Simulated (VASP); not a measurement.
# Hf in VASP: a series of runs, part 2 of 3

VASP 6.6.1. Earlier steps stand in the parts before.

### 3 Electric field gradients, PBE

Input file INCAR:

```
SYSTEM = Hf
PREC = Accurate ; ENCUT = 520
EDIFF = 1E-8 ; ISMEAR = 1
SIGMA = 0.05 ; LREAL = .FALSE.
LASPH = .TRUE. ; NELM = 100
ALGO = Normal ; ISIF = 2
LWAVE = .FALSE. ; LCHARG = .FALSE.
GGA = PE ; LEFG = .TRUE.
NBANDS = 11
```

Input file KPOINTS:

```
Automatic mesh
0
G
  16 16 16
  0 0 0
```

Input file POSCAR:

```
Hf
1.0
   -1.7914625000      1.7914625000      1.8050000000
    1.7914625000     -1.7914625000      1.8050000000
    1.8185375000      1.8185375000     -1.8050000000
Hf
1
Direct
    0.0000000000      0.0000000000      0.0000000000
```

Potentials or basis: VASP PAW PBE potentials, release 64 (Hf_pv).

Launch:

```console
$ cat potpaw_PBE.64/Hf_pv/POTCAR > POTCAR
$ mpirun -np 1 vasp_std > vasp.out
```

OUTCAR:

```text
SYSTEM = Hf
   PREC = Accurate
   ENCUT = 520
   EDIFF = 1E-8
   ISMEAR = 1
   LREAL = .FALSE.
   LASPH = .TRUE.
   NELM = 100
   ISIF = 2
   GGA = PE

 ion  position               nearest neighbor table
   1  0.000  0.000  0.000-

  LATTYP: Found a face centered orthorhombic cell.
 ALAT       =     3.6100000000
 B/A-ratio  =     1.4036069607
 C/A-ratio  =     1.4248201641

  Lattice vectors:

 A1 = (   3.6100000000,   0.0270750000,   0.0000000000)
 A2 = (   1.8185375000,   1.8185375000,   1.8050000000)
 A3 = (   1.7914625000,  -1.7914625000,   1.8050000000)

Analysis of symmetry for initial positions (statically):
=====================================================================
 Subroutine PRICEL returns:
 Original cell was already a primitive cell.

 Routine SETGRP: Setting up the symmetry group for a
 face centered orthorhombic supercell.

 Subroutine GETGRP returns: Found  8 space group operations
 (whereof  8 operations were pure point group operations)
 out of a pool of  8 trial point group operations.

The static configuration has the point symmetry D_2h.

Analysis of symmetry for dynamics (positions and initial velocities):
=====================================================================
 Subroutine PRICEL returns:
 Original cell was already a primitive cell.

 Routine SETGRP: Setting up the symmetry group for a
 face centered orthorhombic supercell.

 Subroutine GETGRP returns: Found  8 space group operations
 (whereof  8 operations were pure point group operations)
 out of a pool of  8 trial point group operations.

[... 153 lines left out ...]
 k-point     1 :       0.0000    0.0000    0.0000
  band No.  band energies     occupation
      1     -25.7891      2.00000
      2     -25.7806      2.00000
      3     -25.7705      2.00000
      4      -2.6284      2.00000
      5       5.6298      0.00000
      6       5.7279      0.00000
      7       5.8370      0.00000
      8       8.3724      0.00000
      9       8.3774      0.00000
     10      17.1750      0.00000
     11      17.2919      0.00000
[... 309 lines left out ...]
 k-point    24 :      -0.0625    0.0625    0.0000
  band No.  band energies     occupation
      1     -25.7994      2.00000
      2     -25.7900      2.00000
      3     -25.7890      2.00000
      4      -2.4894      2.00000
      5       5.7045      0.00000
      6       5.7365      0.00000
      7       5.7664      0.00000
      8       8.2010      0.00000
      9       8.3657      0.00000
     10      17.3165      0.00000
     11      17.3267      0.00000

 [... further k-points ...]
[... 5 lines left out ...]
  --------------------------------------------------------------------------------------
  -------------------------------------------------------------------------------------
  Total       -0.8099540     -0.8099540     -0.8285672     -0.1200215      0.0000000      0.0000000
  in kB      -55.1700952    -55.1700952    -56.4379393     -8.1752797      0.0000000      0.0000000
  external PRESSURE =     -55.5927099 kB  Pullay stress =       0.0000000 kB

 VOLUME and BASIS-vectors are now :
 -----------------------------------------------------------------------------
  energy-cutoff  :      520.00
  volume of cell :       23.52
      direct lattice vectors                 reciprocal lattice vectors
    -1.791462500  1.791462500  1.805000000    -0.002077679  0.277023893  0.277008310
     1.791462500 -1.791462500  1.805000000     0.277023893 -0.002077679  0.277008310
     1.818537500  1.818537500 -1.805000000     0.274946214  0.274946214  0.000000000

 POSITION                                       TOTAL-FORCE (eV/Angst)
 -----------------------------------------------------------------------------------
      0.00000      0.00000      0.00000         0.000000     -0.000000     -0.000000
 -----------------------------------------------------------------------------------
    total drift:                               -0.000000      0.000000      0.000000

  FREE ENERGIE OF THE ION-ELECTRON SYSTEM (eV)
  ---------------------------------------------------
  free  energy   TOTEN  =        -9.7207499787 eV

  energy  without entropy=       -9.7209787484  energy(sigma->0) =       -9.72082624

 Electric field gradients (V/A^2)
---------------------------------------------------------------------
 ion       V_xx      V_yy      V_zz      V_xy      V_xz      V_yz
---------------------------------------------------------------------
   1      -1.176    -1.176     2.352   -15.269    -0.000    -0.000
---------------------------------------------------------------------

 Electric field gradients after diagonalization (V/A^2)
 (convention: |V_zz| > |V_xx| > |V_yy|)
----------------------------------------------------------------------
 ion       V_xx      V_yy      V_zz     asymmetry (V_yy - V_xx)/ V_zz
----------------------------------------------------------------------
   1      14.093     2.352   -16.445       0.714
----------------------------------------------------------------------

           NMR quadrupolar parameters

 Cq : quadrupolar parameter    Cq=e*Q*V_zz/h
 eta: asymmetry parameters     (V_yy - V_xx)/ V_zz
 Q  : nuclear electric quadrupole moment in mb (millibarn)
----------------------------------------------------------------------
 ion       Cq(MHz)       eta       Q (mb)
----------------------------------------------------------------------
   1      -0.040       0.714       1.000
----------------------------------------------------------------------
```

OSZICAR:

```text
N       E                     dE             d eps       ncg     rms          rms(c)
DAV:   1     0.127069022068E+02    0.12707E+02   -0.56993E+03 13718   0.834E+02
DAV:   2    -0.962880163544E+01   -0.22336E+02   -0.21690E+02 17194   0.153E+02
DAV:   3    -0.100968316327E+02   -0.46803E+00   -0.46329E+00 17094   0.151E+01
DAV:   4    -0.100988462807E+02   -0.20146E-02   -0.20143E-02 15521   0.120E+00
DAV:   5    -0.100988592109E+02   -0.12930E-04   -0.12930E-04 17190   0.836E-02    0.440E+01
DAV:   6    -0.981262495440E+01    0.28623E+00   -0.24951E-01 15171   0.364E+00    0.252E+01
DAV:   7    -0.972477733540E+01    0.87848E-01   -0.32946E-01 15672   0.403E+00    0.103E+00
DAV:   8    -0.972071018052E+01    0.40672E-02   -0.21553E-02 15270   0.105E+00    0.190E-01
DAV:   9    -0.972074243857E+01   -0.32258E-04   -0.29044E-04 18223   0.154E-01    0.526E-02
DAV:  10    -0.972075012236E+01   -0.76838E-05   -0.23233E-05 15840   0.376E-02    0.175E-02
DAV:  11    -0.972075011192E+01    0.10437E-07   -0.33092E-06 16492   0.132E-02    0.272E-03
DAV:  12    -0.972075005356E+01    0.58365E-07   -0.55711E-08 16149   0.220E-03    0.277E-03
DAV:  13    -0.972074996740E+01    0.86151E-07   -0.46829E-09  9845   0.577E-04    0.128E-03
DAV:  14    -0.972074998305E+01   -0.15642E-07   -0.44307E-10  8733   0.188E-04    0.349E-05
DAV:  15    -0.972074997873E+01    0.43125E-08   -0.53075E-11  8487   0.655E-05
   1 F= -.97207500E+01 E0= -.97208262E+01  d E =0.228770E-03
```

stdout:

```text
POSCAR found type information on POSCAR Hf
 POSCAR found :  1 types and       1 ions
 scaLAPACK will be used
 LDA part: xc-table for (Slater+PW92), standard interpolation
 POSCAR, INCAR and KPOINTS ok, starting setup
 FFT: planning ... GRIDC
 FFT: planning ... GRID_SOFT
 FFT: planning ... GRID
 WAVECAR not read
 entering main loop
ion   1
```

Run time: 82 s. Hardware: 1 thread of AMD EPYC 9R14 (Zen 4), shared host; peak memory 0.24 GiB.

What came out:

```
Free energy            : -9.7207 eV
Pressure               : -5.6 GPa
Band gap on the k mesh : zero (band 5 reaches 5.70 eV, above the bottom of band 6 at 3.53 eV)
```

Electric field gradients, principal values (V/Å²):
```tsv
atom	least	middle	greatest (by size)
1 Hf	2.352	14.093	-16.445
```

Caveat: without QUAD_EFG the Cq values of the log hold for a quadrupole moment of 1 mb, not for the nuclei; spin-orbit coupling is left out, which moves the levels of the heavy elements.

### 4 Electric field gradients, PBE, collinear spin, ferromagnetic start

Input file INCAR:

```
SYSTEM = Hf
PREC = Accurate
ENCUT = 520
EDIFF = 1E-8
ISMEAR = -1
SIGMA = 0.08
LREAL = .FALSE.
LASPH = .TRUE.
NELM = 150
ALGO = Normal
ISIF = 2
LWAVE = .FALSE.
LCHARG = .FALSE.
ISPIN = 2
MAGMOM = -2
LORBIT = 11
LMAXMIX = 4
GGA = PE
LEFG = .TRUE.
NBANDS = 15
```

Input file KPOINTS:

```
regular mesh
0
G
  16 16 16
  0 0 0
```

Input file POSCAR:

```
Hf
1.0
   -1.7916129179      1.7916129179      1.8320750000
    1.7916129179     -1.7916129179      1.8320750000
    1.7916129179      1.7916129179     -1.8320750000
Hf
1
Direct
    0.0000000000      0.0000000000      0.0000000000
```

Potentials or basis: VASP PAW PBE potentials, release 64 (Hf_pv).

Launch:

```console
$ cat potpaw_PBE.64/Hf_pv/POTCAR > POTCAR
$ mpirun -np 1 vasp_std > vasp.out
```

OUTCAR:

```text
SYSTEM = Hf
   PREC = Accurate
   ENCUT = 520
   EDIFF = 1E-8
   ISMEAR = -1
   LREAL = .FALSE.
   LASPH = .TRUE.
   NELM = 150
   ISIF = 2
   ISPIN = 2
   LORBIT = 11
   GGA = PE

 ion  position               nearest neighbor table
   1  0.000  0.000  0.000-

  LATTYP: Found a body centered tetragonal cell.
 ALAT       =     3.5832258358
 C/A-ratio  =     1.0225841652

  Lattice vectors:

 A1 = (  -1.7916129179,   1.7916129179,   1.8320750000)
 A2 = (   1.7916129179,  -1.7916129179,   1.8320750000)
 A3 = (   1.7916129179,   1.7916129179,  -1.8320750000)

Analysis of symmetry for initial positions (statically):
=====================================================================
 Subroutine PRICEL returns:
 Original cell was already a primitive cell.

 Routine SETGRP: Setting up the symmetry group for a
 body centered tetragonal supercell.

 Subroutine GETGRP returns: Found 16 space group operations
 (whereof 16 operations were pure point group operations)
 out of a pool of 16 trial point group operations.

The static configuration has the point symmetry D_4h.

Analysis of symmetry for dynamics (positions and initial velocities):
=====================================================================
 Subroutine PRICEL returns:
 Original cell was already a primitive cell.

 Routine SETGRP: Setting up the symmetry group for a
 body centered tetragonal supercell.

 Subroutine GETGRP returns: Found 16 space group operations
 (whereof 16 operations were pure point group operations)
 out of a pool of 16 trial point group operations.
[... 616 lines left out ...]
     10      17.0681      0.00000
     11      17.3172      0.00000
     12      17.4076      0.00000
     13      17.4076      0.00000
     14      26.0357      0.00000
[... 403 lines left out ...]
      4      -2.4904      1.00000
      5       5.5554      0.00000
      6       5.7912      0.00000
      7       5.8425      0.00000
      8       8.2112      0.00000
      9       8.3635      0.00000
     10      17.3170      0.00000
     11      17.3292      0.00000
     12      17.5339      0.00000
     13      17.7826      0.00000
     14      25.0364      0.00000
     15      25.5045      0.00000

 [... further k-points ...]
[... 5 lines left out ...]
  --------------------------------------------------------------------------------------
  -------------------------------------------------------------------------------------
  Total       -0.7987135     -0.7987135     -0.6521607      0.0000000      0.0000000      0.0000000
  in kB      -54.4013879    -54.4013879    -44.4194923      0.0000000      0.0000000      0.0000000
  external PRESSURE =     -51.0740894 kB  Pullay stress =       0.0000000 kB

 VOLUME and BASIS-vectors are now :
 -----------------------------------------------------------------------------
  energy-cutoff  :      520.00
  volume of cell :       23.52
      direct lattice vectors                 reciprocal lattice vectors
    -1.791612918  1.791612918  1.832075000     0.000000000  0.279078140  0.272914591
     1.791612918 -1.791612918  1.832075000     0.279078140  0.000000000  0.272914591
     1.791612918  1.791612918 -1.832075000     0.279078140  0.279078140  0.000000000

 POSITION                                       TOTAL-FORCE (eV/Angst)
 -----------------------------------------------------------------------------------
      0.00000      0.00000      0.00000         0.000000     -0.000000     -0.000000
 -----------------------------------------------------------------------------------
    total drift:                               -0.000000      0.000000      0.000000

  FREE ENERGIE OF THE ION-ELECTRON SYSTEM (eV)
  ---------------------------------------------------
  free  energy   TOTEN  =        -9.7434882372 eV

  energy  without entropy=       -9.6992298017  energy(sigma->0) =       -9.72135902

 Electric field gradients (V/A^2)
---------------------------------------------------------------------
 ion       V_xx      V_yy      V_zz      V_xy      V_xz      V_yz
---------------------------------------------------------------------
   1      -0.608    -0.608     1.215    -0.000    -0.000    -0.000
---------------------------------------------------------------------

 Electric field gradients after diagonalization (V/A^2)
 (convention: |V_zz| > |V_xx| > |V_yy|)
----------------------------------------------------------------------
 ion       V_xx      V_yy      V_zz     asymmetry (V_yy - V_xx)/ V_zz
----------------------------------------------------------------------
   1      -0.608    -0.607     1.215       0.000
----------------------------------------------------------------------

           NMR quadrupolar parameters

 Cq : quadrupolar parameter    Cq=e*Q*V_zz/h
 eta: asymmetry parameters     (V_yy - V_xx)/ V_zz
 Q  : nuclear electric quadrupole moment in mb (millibarn)
----------------------------------------------------------------------
 ion       Cq(MHz)       eta       Q (mb)
----------------------------------------------------------------------
   1       0.003       0.000       1.000
----------------------------------------------------------------------

 total charge

# of ion       s       p       d       tot
------------------------------------------
    1        0.373   6.348   1.520   8.241

 magnetization (x)

# of ion       s       p       d       tot
------------------------------------------
    1       -0.000  -0.000  -0.000  -0.000
```

stdout:

```text
POSCAR found type information on POSCAR Hf
 POSCAR found :  1 types and       1 ions
 scaLAPACK will be used
 LDA part: xc-table for (Slater+PW92), standard interpolation
 POSCAR, INCAR and KPOINTS ok, starting setup
 FFT: planning ... GRIDC
 FFT: planning ... GRID_SOFT
 FFT: planning ... GRID
 WAVECAR not read
 entering main loop
ion   1
```

It took 2.8 min on 1 thread of AMD EPYC 9R14 (Zen 4), shared host; peak memory 0.25 GiB.

What came out:

```yaml
Free_energy: -9.7435 eV
Pressure: -5.1 GPa
Band_gap_on_the_k_mesh: zero (filled and empty bands overlap)
Net_moment: 0.00 μB per cell
Valence_electrons_inside_the_program's_atomic_spheres: Hf 8.24
```

Stress tensor (GPa, compression positive):
```
-5.44  0.00  0.00
 0.00 -5.44  0.00
 0.00  0.00 -4.44
```

Electric field gradients, principal values (V/Å²):
```tsv
atom	least	middle	greatest (by size)
1 Hf	-0.607	-0.608	1.215
```

Caveat: without QUAD_EFG the Cq values of the log hold for a quadrupole moment of 1 mb, not for the nuclei; spin-orbit coupling is left out, which moves the levels of the heavy elements.

[end of part 2 of 3]
